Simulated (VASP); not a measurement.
Hf3N4:

```
CELL_PARAMETERS angstrom
-3.35050 3.35050 3.35050
3.35050 -3.35050 3.35050
3.35050 3.35050 -3.35050
ATOMIC_POSITIONS crystal
Hf 0.25000 0.62500 0.37500
Hf 0.37500 0.25000 0.62500
Hf 0.75000 0.87500 0.12500
Hf 0.12500 0.75000 0.87500
Hf 0.62500 0.37500 0.25000
Hf 0.87500 0.12500 0.75000
N 0.12600 0.12600 0.12600
N 0.87400 0.50000 0.00000
N 0.50000 0.00000 0.37400
N 0.00000 0.87400 0.50000
N 0.37400 0.50000 0.00000
N 0.62600 0.62600 0.62600
N 0.00000 0.37400 0.50000
N 0.50000 0.00000 0.87400
```

```yaml
Program: VASP 6.6.1
Task: relaxation of cell and atoms
Functional: PBEsol
Potentials_or_basis: VASP PAW PBE potentials, release 64 (Hf_pv, N)
Cutoff: 600 eV
k_mesh: 6 × 6 × 6
Occupations: gaussian, width 0.02 eV
Spin: no spin polarisation
```

At the start: pressure -4.7 GPa; volume 10.75 Å³/atom.

Q: How do energy, volume and symmetry change on relaxing?

A: Over 10 steps the energy falls by 11.8 meV/atom and the volume is 10.40 Å³/atom (-3.2 %); space group I-43d (No. 220, to 0.1 Å) before and after.

Step by step:
```tsv
step	energy change (eV)	largest force (eV/Å)	pressure (GPa)	volume (Å³)
1	0.0000	0.2431	-4.73	150.45
2	0.0325	0.5390	8.50	143.64
3	-0.0509	0.3733	0.78	147.41
4	-0.0979	0.2923	0.66	146.88
5	-0.1634	0.0253	0.90	145.27
6	-0.1530	0.0433	-2.75	147.05
7	-0.1647	0.0081	0.00	145.70
8	-0.1647	0.0084	0.01	145.69
9	-0.1647	0.0057	0.01	145.68
10	-0.1647	0.0004	0.02	145.66
```

Final structure:
```xyz
14
Lattice="-3.3145 3.3145 3.3145 3.3145 -3.3145 3.3145 3.3145 3.3145 -3.3145" Properties=species:S:1:pos:R:3 pbc="T T T"
Hf    2.4859    0.0000    1.6573
Hf    1.6573    2.4859    0.0000
Hf    0.8286    0.0000    4.9718
Hf    4.9718    0.8286    0.0000
Hf    0.0000    1.6573    2.4859
Hf    0.0000    4.9718    0.8286
N     0.4643    0.4643    0.4643
N    -1.1930    1.1930    4.5076
N    -0.4643    2.8503    0.4643
N     4.5076   -1.1930    1.1930
N     0.4643   -0.4643    2.8503
N     2.1215    2.1215    2.1215
N     2.8503    0.4643   -0.4643
N     4.5076    1.1930    2.1215
```

Caveat: the PAW data sets were made with another functional, which shifts forces and pressure a little.
